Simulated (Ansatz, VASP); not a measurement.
# GaSb in VASP and in Ansatz

Contents of POSCAR:

```
GaSb
1.0
    0.0000000000      2.9060500000      3.0590000000
    2.9060500000      0.0000000000      3.0590000000
    2.9060500000      2.9060500000      0.0000000000
Ga Sb
1 1
Direct
    0.0000000000      0.0000000000      0.0000000000
    0.7500000000      0.7500000000      0.7500000000
```

The input INCAR.step1:

```
ALGO = Normal ; EDIFF = 1E-4
ENCUT = 520 ; GGA = PE
ISMEAR = 0 ; LASPH = True
LCHARG = False ; LREAL = False
LWAVE = True ; NBANDS = 16
NELM = 100 ; PREC = Accurate
SIGMA = 0.05
```

Contents of INCAR.step2:

```
ALGO = Normal ; EDIFF = 1E-7
ENCUT = 520 ; ISIF = 2
ISMEAR = 0 ; ISTART = 1
LASPH = True ; LCHARG = True
LELF = True ; LMIXTAU = True
LREAL = False ; LVHAR = True
LWAVE = False ; METAGGA = R2SCAN
NBANDS = 16 ; NELM = 100
PREC = Accurate ; SIGMA = 0.05
```

KPOINTS

```
k-points
0
Gamma
  10 10 10
```

Input for Ansatz:

```yaml
crystal:
  lattice:
    - [0.0, 2.90605, 3.059]
    - [2.90605, 0.0, 3.059]
    - [2.90605, 2.90605, 0.0]
  atoms:
    - { symbol: Ga, position: [0.0, 0.0, 0.0] }
    - { symbol: Sb, position: [0.75, 0.75, 0.75] }
basis:
  ecutwfc: 500
kpoints:
  mp_grid: { grid: [10, 10, 10] }
hamiltonian:
  xc: r2scan
scf:
  occupations: { method: gaussian, width: 0.05 }
output:
  forces: true
  stress: true
  eigenvalues: true
```

Change from the starting cell: strain -0.050 along x and y, +0.000 along z, atoms carried along.

Alike in both runs: task single point; functional r2SCAN; k mesh 10 × 10 × 10; occupations gaussian, width 0.05 eV; no spin polarisation.

|  | VASP | Ansatz |
| --- | --- | --- |
| version | VASP 6.6.1 | Ansatz 0.2.0 |
| potentials or method | VASP PAW PBE potentials, release 64 (Ga_d, Sb), cutoff 520 eV | scalar-relativistic, plane waves, PAW |
| valence electrons in the cell | 18 | 28 |

|  | VASP | Ansatz | Ansatz less VASP |
| --- | --- | --- | --- |
| gap on the k mesh at the Fermi level (eV) | 0.64 | 0.66 | +0.017 |
| least direct gap on the mesh (eV) | 1.11 | 1.13 | +0.016 |
| pressure (GPa) | 7.7 | 7.5 | -0.15 |
| traceless stress, the component that is largest in VASP (GPa) | -1.93 | -1.94 | -0.011 |

VASP's potentials were made for PBE, not for r2SCAN. With one functional, cell and mesh, what is left measures potentials, basis and numerics. VASP's potentials hold 18 valence electrons a cell and Ansatz's 28, so a difference there can come from the potentials and not from the codes.

Neither program's run includes spin-orbit coupling.
